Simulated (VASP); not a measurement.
# In3GaP2 (P-4m2) in VASP: single point with PBE

Aim: the single point of In3GaP2 with PBE.

Everything below comes from runs of VASP 6.6.1. Logs are shortened: lines on timing, memory, paths and dates and some standing lists are left out, and cuts for length are marked.

## (1) The cell of the first run

Symmetry: P-4m2, No. 115, tetragonal system. Conventional cell: a = 4.763 Å, b = 4.763 Å, c = 6.783 Å, α = 90.00°, β = 90.00°, γ = 90.00°. In (site symmetry -4m2) has 4 P at 3.00 Å and 6 In at 3.37 to 3.39 Å within 3.9 Å. In (site symmetry -4m2) has 4 P at 3.00 Å and 4 In at 3.37 Å and 2 Ga at 3.39 Å within 3.9 Å. In (site symmetry -4m2) has 4 P at 2.85 Å and 4 Ga at 3.37 Å and 2 In at 3.39 Å within 3.8 Å. Ga (site symmetry -4m2) has 4 P at 2.85 Å and 6 In at 3.37 to 3.39 Å within 3.8 Å. Within 3.8 Å of P (site symmetry 2mm) lie 6 In at 2.85 to 3.00 Å and 2 Ga at 2.85 Å.

## (2) Single point, PBE

Input file INCAR:

```
SYSTEM = In3GaP2
ALGO = Normal
EDIFF = 1E-6
ENCUT = 520
GGA = PE
ISIF = 2
ISMEAR = 0
LASPH = .True.
LCHARG = .False.
LREAL = .False.
LWAVE = .False.
NBANDS = 40
NELM = 80
PREC = Accurate
SIGMA = 0.1
```

Input file KPOINTS:

```
k-points
0
Gamma
  4 4 4
  0 0 0
```

Input file POSCAR:

```
In3GaP2
1.0
    4.7627607200      0.0000000000      0.0000000000
    0.0000000000      4.7627607200      0.0000000000
    0.0000000000      0.0000000000      6.7825257800
In Ga P
3 1 2
Direct
    0.5000000000      0.5000000000      0.0000000000
    0.0000000000      0.0000000000      0.0000000000
    0.5000000000      0.5000000000      0.5000000000
    0.0000000000      0.0000000000      0.5000000000
    0.0000000000      0.5000000000      0.2679100000
    0.5000000000      0.0000000000      0.7320900000
```

Potentials or basis: VASP PAW PBE potentials, release 64 (In_d, Ga_d, P).

Run with:

```console
$ cat potpaw_PBE.64/In_d/POTCAR potpaw_PBE.64/Ga_d/POTCAR potpaw_PBE.64/P/POTCAR > POTCAR
$ mpirun -np 1 vasp_std > vasp.out
```

OUTCAR:

```text
SYSTEM = In3GaP2
   EDIFF = 1E-6
   ENCUT = 520
   GGA = PE
   ISIF = 2
   ISMEAR = 0
   LASPH = .True.
   LREAL = .False.
   NELM = 80
   PREC = Accurate

 ion  position               nearest neighbor table
   1  0.500  0.500  0.000-   5 3.00   6 3.00   6 3.00   5 3.00   2 3.37   2 3.37   2 3.37   2 3.37
                             3 3.39   3 3.39
   2  0.000  0.000  0.000-   5 3.00   6 3.00   5 3.00   6 3.00   1 3.37   1 3.37   1 3.37   1 3.37
                             4 3.39   4 3.39
   3  0.500  0.500  0.500-   5 2.85   6 2.85   6 2.85   5 2.85   4 3.37   4 3.37   4 3.37   4 3.37
                             1 3.39   1 3.39
   4  0.000  0.000  0.500-   5 2.85   6 2.85   5 2.85   6 2.85   3 3.37   3 3.37   3 3.37   3 3.37
                             2 3.39   2 3.39
   5  0.000  0.500  0.268-   3 2.85   4 2.85   4 2.85   3 2.85   2 3.00   1 3.00   1 3.00   2 3.00

   6  0.500  0.000  0.732-   3 2.85   4 2.85   3 2.85   4 2.85   1 3.00   1 3.00   2 3.00   2 3.00

  LATTYP: Found a simple tetragonal cell.
 ALAT       =     4.7627607200
 C/A-ratio  =     1.4240744347

  Lattice vectors:

 A1 = (   4.7627607200,   0.0000000000,   0.0000000000)
 A2 = (   0.0000000000,   4.7627607200,   0.0000000000)
 A3 = (   0.0000000000,   0.0000000000,   6.7825257800)

Analysis of symmetry for initial positions (statically):
=====================================================================
 Subroutine PRICEL returns:
 Original cell was already a primitive cell.

 Routine SETGRP: Setting up the symmetry group for a
 simple tetragonal supercell.

 Subroutine GETGRP returns: Found  8 space group operations
 (whereof  8 operations were pure point group operations)
 out of a pool of 16 trial point group operations.

The static configuration has the point symmetry D_2d.

Analysis of symmetry for dynamics (positions and initial velocities):
=====================================================================
 Subroutine PRICEL returns:
 Original cell was already a primitive cell.

 Routine SETGRP: Setting up the symmetry group for a
 simple tetragonal supercell.

 Subroutine GETGRP returns: Found  8 space group operations
 (whereof  8 operations were pure point group operations)
 out of a pool of 16 trial point group operations.

The dynamic configuration has the point symmetry D_2d.

 Subroutine INISYM returns: Found  8 space group operations
 (whereof  8 operations are pure point group operations),
 and found     1 'primitive' translations

----------------------------------------------------------------------------------------

                                     Primitive cell

[... 97 lines left out ...]
   ISIF   =      2    stress and relaxation
   ISYM   =      2    0-nonsym 1-usesym 2-fastsym
   POTIM  = 0.5000    time-step for ionic-motion
   TEBEG  =    0.0;   TEEND  =   0.0 temperature during run
   PSTRESS=    0.0 pullay stress
   NELECT =      62.0000    total number of electrons
   NUPDOWN=      -1.0000    fix difference up-down
   EMIN   =  10.00;   EMAX   =-10.00  energy-range for DOS
   EFERMI =   0.00;   METHOD = LEGACY
   ISMEAR =     0;   SIGMA  =   0.10  broadening in eV -4-tet -1-fermi 0-gaus
   EFERMI_NEDOS =   21; number of points for ismear=-14 and -15
   IALGO  =     38    algorithm
   IMIX   =      4    mixing-type and parameters
     AMIX     =   0.40;   BMIX     =  1.00
     AMIX_MAG =   1.60;   BMIX_MAG =  1.00
  volume/ion in A,a.u.               =      25.64       173.04
  Fermi-wavevector in a.u.,A,eV,Ry     =   1.209212  2.285079 19.894348  1.462193
  Thomas-Fermi vector in A             =   2.344796
   LORBIT       =      0    0 simple, 1 ext, 2 COOP (PROOUT), +10 PAW based schemes
   GGA     = PE    functional components
   LHFCALC =     F    Hartree Fock is set to
   AEXX    =    0.0000 exact exchange contribution
   IVDW    =     0    specifies the selected vdW correction
   LEPSILON=     F    determine dielectric tensor
   LRPA    =     F    only Hartree local field effects (RPA)
 non-spin polarized calculation
 Gauss-broadening in eV      SIGMA  =   0.10
  energy-cutoff  :      520.00
  volume of cell :      153.85
 maximum number of plane-waves:      4176
 NGX is ok and might be reduce to    36
   NGX = 17   NGY = 17   NGZ = 25

 number of electron      62.0000001 magnetization

 Free energy of the ion-electron system (eV)
  ---------------------------------------------------
  ext. energy  EPLUGINS =         0.00000000
  ---------------------------------------------------
  free energy    TOTEN  =       -20.34729069 eV

  energy without entropy =      -20.32757342  energy(sigma->0) =      -20.33743206

 E-fermi :   5.8375     XC(G=0):  -9.5694

 val. band max:        5.8259734222   @ k =   0.5000   0.0000   0.0000
 cond. band min:       5.9120556681   @ k =   0.5000   0.2500   0.5000
 fundamental gap:      0.0860822458
 Fermi energy:         5.8374663872

 k-point     1 :       0.0000    0.0000    0.0000
  band No.  band energies     occupation
      1      -9.1431      2.00000
      2      -9.1314      2.00000
      3      -9.1248      2.00000
      4      -9.0918      2.00000
      5      -9.0918      2.00000
      6      -9.0545      2.00000
[... 763 lines left out ...]
     39      10.6769      0.00000
     40      11.0932      0.00000

------------------------ aborting loop because EDIFF is reached ----------------------------------------

  FORCE on cell =-STRESS in cart. coord.  units (eV):
  Direction    XX          YY          ZZ          XY          YZ          ZX
  --------------------------------------------------------------------------------------
  -------------------------------------------------------------------------------------
  Total       -1.3901336     -1.3901336      1.3683827      0.0000000      0.0000000      0.0000000
  in kB      -14.4763192    -14.4763192     14.2498137      0.0000000      0.0000000      0.0000000
  external PRESSURE =      -4.9009415 kB  Pullay stress =       0.0000000 kB

 VOLUME and BASIS-vectors are now :
 -----------------------------------------------------------------------------
  energy-cutoff  :      520.00
  volume of cell :      153.85
      direct lattice vectors                 reciprocal lattice vectors
     4.762760720  0.000000000  0.000000000     0.209962259  0.000000000  0.000000000
     0.000000000  4.762760720  0.000000000     0.000000000  0.209962259  0.000000000
     0.000000000  0.000000000  6.782525780     0.000000000  0.000000000  0.147437700

 POSITION                                       TOTAL-FORCE (eV/Angst)
 -----------------------------------------------------------------------------------
      2.38138      2.38138      0.00000         0.000000      0.000000      0.000000
      0.00000      0.00000      0.00000         0.000000     -0.000000      0.000000
      2.38138      2.38138      3.39126        -0.000000     -0.000000      0.000000
      0.00000      0.00000      3.39126         0.000000     -0.000000      0.000000
      0.00000      2.38138      1.81711         0.000000     -0.000000      0.330149
      2.38138      0.00000      4.96542         0.000000     -0.000000     -0.330149
 -----------------------------------------------------------------------------------
    total drift:                                0.000000      0.000000      0.000000

  FREE ENERGIE OF THE ION-ELECTRON SYSTEM (eV)
  ---------------------------------------------------
  free  energy   TOTEN  =       -20.3472906901 eV

  energy  without entropy=      -20.3275734235  energy(sigma->0) =      -20.33743206
```

stdout:

```text
POSCAR found type information on POSCAR InGaP
 POSCAR found :  3 types and       6 ions
 scaLAPACK will be used
 LDA part: xc-table for (Slater+PW92), standard interpolation
 POSCAR, INCAR and KPOINTS ok, starting setup
 FFT: planning ... GRIDC
 FFT: planning ... GRID_SOFT
 FFT: planning ... GRID
 WAVECAR not read
 entering main loop
```

It took 80 s on 1 thread of Intel Xeon Platinum 8375C at 2.90GHz (Ice Lake), shared host; peak memory 0.29 GiB.

What came out:

| Quantity | Value |
| --- | --- |
| Free energy | -20.3473 eV |
| Pressure | -0.5 GPa |
| Largest force | 0.330 eV/Å |
| Band gap on the k mesh | zero (band 31 reaches 6.71 eV, above the bottom of band 32 at 4.86 eV) |

Forces in eV/Å, atoms in the order of the input:
```
In   0.000  0.000  0.000
In   0.000  0.000  0.000
In   0.000  0.000  0.000
Ga   0.000  0.000  0.000
P    0.000  0.000  0.330
P    0.000  0.000 -0.330
```

Caveat: spin-orbit coupling is left out, which moves the levels of the heavy elements.
